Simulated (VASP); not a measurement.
# SiO2 (P4_32_12) in VASP: notebook

The runs below take SiO2 through single point, with r2SCAN.

All numbers are computed with VASP 6.6.1; they aren't measurements. Logs are shortened: lines on timing, memory, paths and dates and some standing lists are left out, and cuts for length are marked.

### Step 1. The cell of the first run

The structure is tetragonal, space group P4_32_12 (No. 96). Conventional cell: a = 5.024 Å, b = 5.024 Å, c = 7.011 Å, α = 90.00°, β = 90.00°, γ = 90.00°. Within 2.1 Å of Si (site symmetry 2) lie 4 O at 1.61 Å. O (site symmetry 1) has 2 Si at 1.61 Å within 2.1 Å.

### Step 2. Single point, r2SCAN (14.75 Å³/atom)

Contents of POSCAR:

```
SiO2
1.0
    5.0243919423      0.0000000000      0.0000000000
    0.0000000000      5.0243919423      0.0000000000
    0.0000000000      0.0000000000      7.0112526766
Si O
4 8
Direct
    0.7970498533      0.7970498533      0.5000000000
    0.7029501467      0.2970498533      0.2500000000
    0.2029501467      0.2029501467      0.0000000000
    0.2970498533      0.7029501467      0.7500000000
    0.2596435276      0.4013848244      0.8238380858
    0.0986151756      0.7596435276      0.5738380858
    0.7403564724      0.5986151756      0.3238380858
    0.9013848244      0.2403564724      0.0738380858
    0.7596435276      0.0986151756      0.4261619142
    0.5986151756      0.7403564724      0.6761619142
    0.2403564724      0.9013848244      0.9261619142
    0.4013848244      0.2596435276      0.1761619142
```

Contents of INCAR.step1:

```
  PREC = Accurate
  ENCUT = 520
  ISMEAR = 0
  SIGMA = 0.02
  LREAL = False
  LASPH = True
  NELM = 80
  NBANDS = 44
  GGA = PE
  ALGO = Normal
  EDIFF = 1E-4
  LWAVE = True
  LCHARG = False
```

Contents of INCAR.step2:

```
  PREC = Accurate
  ENCUT = 520
  EDIFF = 1E-6
  ISMEAR = 0
  SIGMA = 0.02
  LREAL = False
  LASPH = True
  NELM = 80
  ALGO = Normal
  ISIF = 2
  LWAVE = False
  LCHARG = False
  METAGGA = R2SCAN
  LMIXTAU = True
  NBANDS = 44
  ISTART = 1
```

Contents of KPOINTS:

```
Automatic mesh
0
Gamma
  6 6 4
```

Potentials or basis: VASP PAW PBE potentials, release 64 (Si, O).

On the command line:

```sh
$ cat potpaw_PBE.64/Si/POTCAR potpaw_PBE.64/O/POTCAR > POTCAR
$ cp INCAR.step1 INCAR
$ mpirun -np 1 vasp_std > vasp.out
$ cp INCAR.step2 INCAR
$ mpirun -np 1 vasp_std > vasp.out
```

OUTCAR:

```text
PREC = Accurate
   ENCUT = 520
   EDIFF = 1E-6
   ISMEAR = 0
   LREAL = False
   LASPH = True
   NELM = 80
   ISIF = 2
   METAGGA = R2SCAN
   ISTART = 1

 ion  position               nearest neighbor table
   1  0.797  0.797  0.500-   6 1.61   9 1.61   7 1.61  10 1.61   2 3.10   4 3.10   2 3.10   4 3.10

   2  0.703  0.297  0.250-   7 1.61  12 1.61   9 1.61   8 1.61   1 3.10   3 3.10   1 3.10   3 3.10

   3  0.203  0.203  0.000-   8 1.61  11 1.61   5 1.61  12 1.61   2 3.10   4 3.10   4 3.10   2 3.10

   4  0.297  0.703  0.750-   5 1.61  10 1.61   6 1.61  11 1.61   1 3.10   3 3.10   3 3.10   1 3.10

   5  0.260  0.401  0.824-   4 1.61   3 1.61
   6  0.099  0.760  0.574-   1 1.61   4 1.61
   7  0.740  0.599  0.324-   2 1.61   1 1.61
   8  0.901  0.240  0.074-   3 1.61   2 1.61
   9  0.760  0.099  0.426-   1 1.61   2 1.61
  10  0.599  0.740  0.676-   4 1.61   1 1.61
  11  0.240  0.901  0.926-   3 1.61   4 1.61
  12  0.401  0.260  0.176-   2 1.61   3 1.61

  LATTYP: Found a simple tetragonal cell.
 ALAT       =     5.0243919423
 C/A-ratio  =     1.3954430222

  Lattice vectors:

 A1 = (   5.0243919423,   0.0000000000,   0.0000000000)
 A2 = (   0.0000000000,   5.0243919423,   0.0000000000)
 A3 = (   0.0000000000,   0.0000000000,   7.0112526766)

Analysis of symmetry for initial positions (statically):
=====================================================================
 Subroutine PRICEL returns:
 Original cell was already a primitive cell.

 Routine SETGRP: Setting up the symmetry group for a
 simple tetragonal supercell.

 Subroutine GETGRP returns: Found  8 space group operations
 (whereof  2 operations were pure point group operations)
 out of a pool of 16 trial point group operations.

The static configuration has the point symmetry C_2 .
 The point group associated with its full space group is D_4 .

Analysis of symmetry for dynamics (positions and initial velocities):
=====================================================================
 Subroutine PRICEL returns:
 Original cell was already a primitive cell.

 Routine SETGRP: Setting up the symmetry group for a
 simple tetragonal supercell.

 Subroutine GETGRP returns: Found  8 space group operations
 (whereof  2 operations were pure point group operations)
 out of a pool of 16 trial point group operations.

The dynamic configuration has the point symmetry C_2 .
 The point group associated with its full space group is D_4 .

 Subroutine INISYM returns: Found  8 space group operations
 (whereof  2 operations are pure point group operations),
 and found     1 'primitive' translations

----------------------------------------------------------------------------------------

                                     Primitive cell

  volume of cell :     176.9957

  direct lattice vectors                    reciprocal lattice vectors
     5.024391942  0.000000000  0.000000000     0.199029059  0.000000000  0.000000000
     0.000000000  5.024391942  0.000000000     0.000000000  0.199029059  0.000000000
     0.000000000  0.000000000  7.011252677     0.000000000  0.000000000  0.142627865

  length of vectors
     5.024391942  5.024391942  7.011252677     0.199029059  0.199029059  0.142627865

  position of ions in fractional coordinates (direct lattice)
     0.797049853  0.797049853  0.500000000
     0.702950147  0.297049853  0.250000000
     0.202950147  0.202950147  0.000000000
     0.297049853  0.702950147  0.750000000
     0.259643528  0.401384824  0.823838086
     0.098615176  0.759643528  0.573838086
     0.740356472  0.598615176  0.323838086
     0.901384824  0.240356472  0.073838086
     0.759643528  0.098615176  0.426161914
     0.598615176  0.740356472  0.676161914
     0.240356472  0.901384824  0.926161914
     0.401384824  0.259643528  0.176161914

  ion indices of the primitive-cell ions
   primitive index   ion index
                 1           1
                 2           2
                 3           3
                 4           4
                 5           5
                 6           6
                 7           7
                 8           8
                 9           9
                10          10
                11          11
                12          12

----------------------------------------------------------------------------------------

 KPOINTS: Automatic mesh

Automatic generation of k-mesh.
 Grid dimensions read from file:
 generate k-points for:    6    6    4

 Generating k-lattice:

  Cartesian coordinates                     Fractional coordinates (reciprocal lattice)
     0.033171510  0.000000000  0.000000000     0.166666667  0.000000000  0.000000000
     0.000000000  0.033171510  0.000000000     0.000000000  0.166666667  0.000000000
     0.000000000  0.000000000  0.035656966     0.000000000  0.000000000  0.250000000

  Length of vectors
     0.033171510  0.033171510  0.035656966

  Shift w.r.t. Gamma in fractional coordinates (k-lattice)
     0.000000000  0.000000000  0.000000000

 Subroutine IBZKPT returns following result:
 ===========================================

 Found     30 irreducible k-points:

 Following reciprocal coordinates:
            Coordinates               Weight
  0.000000  0.000000  0.000000      1.000000
  0.166667  0.000000  0.000000      4.000000
  0.333333  0.000000  0.000000      4.000000
  0.500000  0.000000  0.000000      2.000000
  0.166667  0.166667  0.000000      4.000000
  0.333333  0.166667  0.000000      8.000000
[... 16 lines left out ...]
  0.333333  0.000000  0.500000      4.000000
  0.500000  0.000000  0.500000      2.000000
 [... further k-points ...]
   k-points           NKPTS =     30   k-points in BZ     NKDIM =     30   number of bands    NBANDS=     44
   number of dos      NEDOS =    301   number of ions     NIONS =     12
   total plane-waves  NPLWV =  86400
   dimension x,y,z NGX =    40 NGY =   40 NGZ =   54
   dimension x,y,z NGXF=    80 NGYF=   80 NGZF=  108
   ions per type =               4   8
   NGX,Y,Z   is equivalent  to a cutoff of  13.24, 13.24, 12.80 a.u.
   NGXF,Y,Z  is equivalent  to a cutoff of  26.47, 26.47, 25.61 a.u.
 SYSTEM =  unknown system
   PREC   = accura    normal or accurate (medium, high low for compatibility)
   ISTART =      1    job   : 0-new  1-cont  2-samecut
   ICHARG =      0    charge: 1-file 2-atom 10-const
   ISPIN  =      1    spin polarized calculation?
   LNONCOLLINEAR =      F non collinear calculations
   LSORBIT =      F    spin-orbit coupling
   LASPH  =      T    aspherical Exc in radial PAW
   ENCUT  =  520.0 eV  38.22 Ry    6.18 a.u.   9.34  9.34 13.04*2*pi/ulx,y,z
   NELM   =     80;   NELMIN=  2; NELMDL=  0     # of ELM steps
   EDIFF  = 0.1E-05   stopping-criterion for ELM
   LREAL  =      F    real-space projection
   EDIFFG = 0.1E-04   stopping-criterion for IOM
   NSW    =      0    number of steps for IOM
   IBRION =     -1    ionic relax: 0-MD 1-quasi-New 2-CG
   NFREE  =      0    steps in history (QN), initial steepest desc. (CG)
   ISIF   =      2    stress and relaxation
   ISYM   =      2    0-nonsym 1-usesym 2-fastsym
   POTIM  = 0.5000    time-step for ionic-motion
   TEBEG  =    0.0;   TEEND  =   0.0 temperature during run
   PSTRESS=    0.0 pullay stress
   NELECT =      64.0000    total number of electrons
   NUPDOWN=      -1.0000    fix difference up-down
   EMIN   =  10.00;   EMAX   =-10.00  energy-range for DOS
   EFERMI =   0.00;   METHOD = LEGACY
   ISMEAR =     0;   SIGMA  =   0.02  broadening in eV -4-tet -1-fermi 0-gaus
   EFERMI_NEDOS =   21; number of points for ismear=-14 and -15
   IALGO  =     38    algorithm
   IMIX   =      4    mixing-type and parameters
     AMIX     =   0.40;   BMIX     =  1.00
     AMIX_MAG =   1.60;   BMIX_MAG =  1.00
  volume/ion in A,a.u.               =      14.75        99.54
  Fermi-wavevector in a.u.,A,eV,Ry     =   1.166310  2.204006 18.507715  1.360279
  Thomas-Fermi vector in A             =   2.302825
   LORBIT       =      0    0 simple, 1 ext, 2 COOP (PROOUT), +10 PAW based schemes
   METAGGA = R2SCAN    functional components
   LHFCALC =     F    Hartree Fock is set to
   AEXX    =    0.0000 exact exchange contribution
   IVDW    =     0    specifies the selected vdW correction
   LEPSILON=     F    determine dielectric tensor
   LRPA    =     F    only Hartree local field effects (RPA)
 non-spin polarized calculation
 Gauss-broadening in eV      SIGMA  =   0.02
  energy-cutoff  :      520.00
  volume of cell :      177.00
 maximum number of plane-waves:      4815
 NGX is ok and might be reduce to    40
   NGX = 19   NGY = 19   NGZ = 27

 number of electron      64.0000019 magnetization

 Free energy of the ion-electron system (eV)
  ---------------------------------------------------
  ext. energy  EPLUGINS =         0.00000000
  ---------------------------------------------------
  free energy    TOTEN  =      -119.16743035 eV

  energy without entropy =     -119.16743035  energy(sigma->0) =     -119.16743035

 E-fermi :  -0.3876     XC(G=0):  -8.6920

 val. band max:       -0.5137078388   @ k =   0.0000   0.0000   0.0000
 cond. band min:       5.7703112789   @ k =   0.0000   0.0000   0.0000
 fundamental gap:      6.2840191177
 Fermi energy:        -0.3875837862

 k-point     1 :       0.0000    0.0000    0.0000
  band No.  band energies     occupation
      1     -20.9446      2.00000
      2     -20.0577      2.00000
      3     -20.0577      2.00000
      4     -18.9284      2.00000
      5     -18.8907      2.00000
      6     -18.8875      2.00000
[... 36 lines left out ...]
     43      11.6393      0.00000
     44      11.8426      0.00000

 k-point     2 :       0.1667    0.0000    0.0000
  band No.  band energies     occupation
      1     -20.8878      2.00000
      2     -20.1164      2.00000
      3     -19.9903      2.00000
      4     -18.9709      2.00000
      5     -18.9314      2.00000
      6     -18.9021      2.00000
[... 36 lines left out ...]
     43      11.6474      0.00000
     44      11.8949      0.00000

 k-point     3 :       0.3333    0.0000    0.0000
  band No.  band energies     occupation
      1     -20.7299      2.00000
      2     -20.2810      2.00000
      3     -19.7995      2.00000
      4     -19.2149      2.00000
      5     -18.9377      2.00000
      6     -18.9268      2.00000
[... 36 lines left out ...]
     43      11.4621      0.00000
     44      11.8492      0.00000

 k-point     4 :       0.5000    0.0000    0.0000
  band No.  band energies     occupation
      1     -20.5077      2.00000
      2     -20.5077      2.00000
      3     -19.5203      2.00000
      4     -19.5203      2.00000
      5     -18.9393      2.00000
      6     -18.9393      2.00000
[... 882 lines left out ...]
     43      11.5485      0.00000
     44      11.5485      0.00000

 k-point    23 :       0.3333    0.0000    0.5000
  band No.  band energies     occupation
      1     -20.5612      2.00000
      2     -20.5612      2.00000
      3     -19.4658      2.00000
      4     -19.4658      2.00000
      5     -18.9189      2.00000
      6     -18.9189      2.00000
[... 36 lines left out ...]
     43      11.8116      0.00000
     44      11.8116      0.00000

 k-point    24 :       0.5000    0.0000    0.5000
  band No.  band energies     occupation
      1     -20.5029      2.00000
      2     -20.5029      2.00000
      3     -19.5373      2.00000
      4     -19.5373      2.00000
      5     -18.9266      2.00000
      6     -18.9266      2.00000
[... 36 lines left out ...]
     43      11.8679      0.00000
     44      11.8680      0.00000

 [... further k-points ...]
[... 5 lines left out ...]
  --------------------------------------------------------------------------------------
  -------------------------------------------------------------------------------------
  Total       -0.2344101     -0.2344101     -0.3600275      0.0000000      0.0000000     -0.0000000
  in kB       -2.1218972     -2.1218972     -3.2589941      0.0000000      0.0000000     -0.0000000
  external PRESSURE =      -2.5009295 kB  Pullay stress =       0.0000000 kB

 VOLUME and BASIS-vectors are now :
 -----------------------------------------------------------------------------
  energy-cutoff  :      520.00
  volume of cell :      177.00
      direct lattice vectors                 reciprocal lattice vectors
     5.024391942  0.000000000  0.000000000     0.199029059  0.000000000  0.000000000
     0.000000000  5.024391942  0.000000000     0.000000000  0.199029059  0.000000000
     0.000000000  0.000000000  7.011252677     0.000000000  0.000000000  0.142627865

 POSITION                                       TOTAL-FORCE (eV/Angst)
 -----------------------------------------------------------------------------------
      4.00469      4.00469      3.50563         0.016857      0.016857     -0.000000
      3.53190      1.49249      1.75281        -0.016857      0.016857     -0.000000
      1.01970      1.01970      0.00000        -0.016857     -0.016857     -0.000000
      1.49249      3.53190      5.25844         0.016857     -0.016857     -0.000000
      1.30455      2.01671      5.77614         0.002928     -0.002297      0.007495
      0.49548      3.81675      4.02332         0.002297      0.002928      0.007495
      3.71984      3.00768      2.27051        -0.002928      0.002297      0.007495
      4.52891      1.20765      0.51770        -0.002297     -0.002928      0.007495
      3.81675      0.49548      2.98793         0.002928      0.002297     -0.007495
      3.00768      3.71984      4.74074         0.002297     -0.002928     -0.007495
      1.20765      4.52891      6.49356        -0.002928     -0.002297     -0.007495
      2.01671      1.30455      1.23512        -0.002297      0.002928     -0.007495
 -----------------------------------------------------------------------------------
    total drift:                                0.000000     -0.000000      0.000000

  FREE ENERGIE OF THE ION-ELECTRON SYSTEM (eV)
  ---------------------------------------------------
  free  energy   TOTEN  =      -119.1674303539 eV

  energy  without entropy=     -119.1674303539  energy(sigma->0) =     -119.16743035
```

Wall time 7.7 min (1 thread of Intel Xeon 6975P-C (Granite Rapids), shared host); peak memory 0.4 GiB.

What came out:

```yaml
Free_energy: -119.1674 eV
Pressure: -0.3 GPa
Largest_force: 0.024 eV/Å
Band_gap_on_the_k_mesh: 6.28 eV
```

Forces on the atoms (eV/Å):
```
Si   0.017  0.017  0.000
Si  -0.017  0.017  0.000
Si  -0.017 -0.017  0.000
Si   0.017 -0.017  0.000
O    0.003 -0.002  0.007
O    0.002  0.003  0.007
O   -0.003  0.002  0.007
O   -0.002 -0.003  0.007
O    0.003  0.002 -0.007
O    0.002 -0.003 -0.007
O   -0.003 -0.002 -0.007
O   -0.002  0.003 -0.007
```

Caveat: the PAW data sets were made with another functional, which shifts forces and pressure a little. A k mesh can miss the band edges.

### Step 3. Single point, r2SCAN (15.18 Å³/atom)

This run uses another cell than the first one, of 15.18 Å³/atom.

Contents of POSCAR:

```
SiO2
1.0
    5.0678905103      0.0000000000      0.0000000000
    0.0000000000      5.0678905103      0.0000000000
    0.0000000000      0.0000000000      7.0921323756
Si O
4 8
Direct
    0.7918117646      0.7918117646      0.5000000000
    0.7081882354      0.2918117646      0.2500000000
    0.2081882354      0.2081882354      0.0000000000
    0.2918117646      0.7081882354      0.7500000000
    0.2577031466      0.4119579520      0.8290694623
    0.0880420480      0.7577031466      0.5790694623
    0.7422968534      0.5880420480      0.3290694623
    0.9119579520      0.2422968534      0.0790694623
    0.7577031466      0.0880420480      0.4209305377
    0.5880420480      0.7422968534      0.6709305377
    0.2422968534      0.9119579520      0.9209305377
    0.4119579520      0.2577031466      0.1709305377
```

Contents of INCAR.step1:

```
PREC = Accurate
ENCUT = 520
ISMEAR = 0
SIGMA = 0.02
LREAL = F
LASPH = T
NELM = 60
NBANDS = 44
GGA = PE
ALGO = Normal
EDIFF = 1E-4
LWAVE = T
LCHARG = F
```

Contents of INCAR.step2:

```
PREC = Accurate
ENCUT = 520
EDIFF = 1E-6
ISMEAR = 0
SIGMA = 0.02
LREAL = F
LASPH = T
NELM = 60
ALGO = Normal
ISIF = 2
LWAVE = F
LCHARG = T
METAGGA = R2SCAN
LMIXTAU = T
LELF = T
LVHAR = T
NBANDS = 44
ISTART = 1
```

Contents of KPOINTS:

```
regular mesh
0
Gamma
  6 6 4
```

Potentials or basis: VASP PAW PBE potentials, release 64 (Si, O).

On the command line:

```sh
$ cat potpaw_PBE.64/Si/POTCAR potpaw_PBE.64/O/POTCAR > POTCAR
$ cp INCAR.step1 INCAR
$ mpirun -np 1 vasp_std > vasp.out
$ cp INCAR.step2 INCAR
$ mpirun -np 1 vasp_std > vasp.out
```

Wall time 7.5 min (1 thread of Intel Xeon 6975P-C (Granite Rapids), shared host); peak memory 0.4 GiB.

It converged, with:

```yaml
Free_energy: -119.1577 eV
Pressure: -0.6 GPa
Largest_force: 0.017 eV/Å
Band_gap_on_the_k_mesh: 6.23 eV
```

Forces on the atoms (eV/Å):
```
Si   0.012  0.012  0.000
Si  -0.012  0.012  0.000
Si  -0.012 -0.012  0.000
Si   0.012 -0.012  0.000
O    0.005 -0.003  0.008
O    0.003  0.005  0.008
O   -0.005  0.003  0.008
O   -0.003 -0.005  0.008
O    0.005  0.003 -0.008
O    0.003 -0.005 -0.008
O   -0.005 -0.003 -0.008
O   -0.003  0.005 -0.008
```

Levels at points of the mesh, in eV from the valence-band top:
| k point | band 30 | band 31 | band 32 | band 33 | band 34 | band 35 |
| --- | --- | --- | --- | --- | --- | --- |
| (0.00, 0.00, 0.00) | -0.22 | -0.22 | 0.00 | 6.23 | 9.46 | 9.46 |
| (0.50, 0.00, 0.00) | -0.66 | -0.44 | -0.44 | 8.26 | 8.26 | 9.93 |
| (0.50, 0.50, 0.00) | -0.62 | -0.58 | -0.58 | 9.29 | 9.29 | 9.44 |
| (0.00, 0.00, 0.50) | -0.49 | -0.41 | -0.41 | 7.42 | 7.42 | 10.24 |
| (0.50, 0.00, 0.50) | -0.96 | -0.14 | -0.14 | 8.72 | 8.72 | 9.26 |
| (0.50, 0.50, 0.50) | -0.68 | -0.68 | -0.68 | 9.79 | 9.79 | 9.79 |

Caveat: the PAW data sets were made with another functional, which shifts forces and pressure a little.
